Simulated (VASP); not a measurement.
Wanted: the native input for a VASP 6.6.1 run.

| Property | Result |
| --- | --- |
| Task | single point |
| Functional | revPBE |
| Dispersion | D3(BJ) |
| Potentials or basis | VASP PAW PBE potentials, release 64 (Tb_3), 4f in core |
| Cutoff | 520 eV |
| k mesh | 9 × 9 × 9 |
| Occupations | tetrahedron |
| Spin | collinear spin, ferromagnetic start |
| Starting moments | [6.0] μB |
| Dipole correction | no |
| Further INCAR settings | ALGO = Fast; EDIFF = 1e-06; NBANDS = 14 |

The structure of Tb lies in POSCAR:

```
Tb
1.0
   -1.9828345078      1.9828345078      1.9828345078
    1.9828345078     -1.9828345078      1.9828345078
    1.9828345078      1.9828345078     -1.9828345078
Tb
1
Direct
    0.0000000000      0.0000000000      0.0000000000
```

This isn't the form of Tb at room conditions, which is hcp.

These files were run (other wordings do the same):

INCAR

```
PREC = Accurate
ENCUT = 520
EDIFF = 1E-6
ISMEAR = -5
SIGMA = 0.1
LREAL = F
LASPH = T
NELM = 150
ALGO = Fast
ISIF = 2
LWAVE = F
LCHARG = T
ISPIN = 2
MAGMOM = 6
LORBIT = 11
LMAXMIX = 6
GGA = RE
IVDW = 12
LELF = T
LVHAR = T
NBANDS = 14
```

KPOINTS

```
Automatic mesh
0
Gamma
  9 9 9
```

Potentials or basis: VASP PAW PBE potentials, release 64 (Tb_3), 4f in core.

Command:

```console
$ cat potpaw_PBE.64/Tb_3/POTCAR > POTCAR
$ mpirun -np 1 vasp_std > vasp.out
```

It gave:

| Quantity | Value |
| --- | --- |
| Pressure | -0.4 GPa |
| Net moment | 0.32 μB per cell |
| Site moments | Tb +0.23 μB |
| Valence electrons inside the program's atomic spheres | Tb 7.85 |
| Dispersion energy per atom | -0.623 eV |

Caveat: the magnetic or orbital state may not be the lowest; an empty level that is flat over the whole mesh can mark a ghost state of the potentials, or a narrow d or f band; the PAW data sets were made with another functional, which shifts forces and pressure a little; tetrahedron occupations give inexact forces and stress in metals.

It took 72 s on 1 thread of Intel Xeon 8259CL (shared host), peak memory 0.2 GiB.
